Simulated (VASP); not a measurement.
Here is a VASP 6.6.1 calculation.

File INCAR:

```
SYSTEM = CsTl
  PREC = Accurate
  ENCUT = 600
  EDIFF = 1E-6
  ISMEAR = 0
  SIGMA = 0.1
  LREAL = .FALSE.
  LASPH = .TRUE.
  NELM = 100
  ALGO = Normal
  ISIF = 3
  LWAVE = .FALSE.
  LCHARG = .FALSE.
  GGA = PE
  IBRION = 2
  NSW = 90
  EDIFFG = -0.04
```

KPOINTS

```
Automatic mesh
0
G
  6 6 2
  0 0 0
```

File POSCAR:

```
CsTl
1.0
    4.9081796591      0.0000000000      0.0000000000
   -2.4540898295      4.2506082710      0.0000000000
    0.0000000000      0.0000000000      7.8602804642
Cs Tl
2 2
Direct
    0.3333333333      0.6666666667      0.0000000000
    0.6666666667      0.3333333333      0.5000000000
    0.3333333333      0.6666666667      0.3821000000
    0.6666666667      0.3333333333      0.8821000000
```

Potentials or basis: VASP PAW PBE potentials, release 64 (Cs_sv, Tl_d).

Run with:

```bash
$ cat potpaw_PBE.64/Cs_sv/POTCAR potpaw_PBE.64/Tl_d/POTCAR > POTCAR
$ mpirun -np 1 vasp_std > vasp.out
```

What does it give for the relaxed cell?

a = 6.244 Å, b = 6.244 Å, c = 9.945 Å, α = 90.00°, β = 90.00°, γ = 120.00°.

Predict the band gap on the k mesh.

zero (bands 22 and 23 overlap by 0.39 eV).

Forces on the atoms (eV/Å):
```
Cs   0.000  0.000 -0.027
Cs   0.000  0.000 -0.027
Tl   0.000  0.000  0.027
Tl   0.000  0.000  0.027
```

Caveat: the k points lie up to 0.32 Å⁻¹ apart in the final cell; spin-orbit coupling is left out, which moves the levels of the heavy elements.
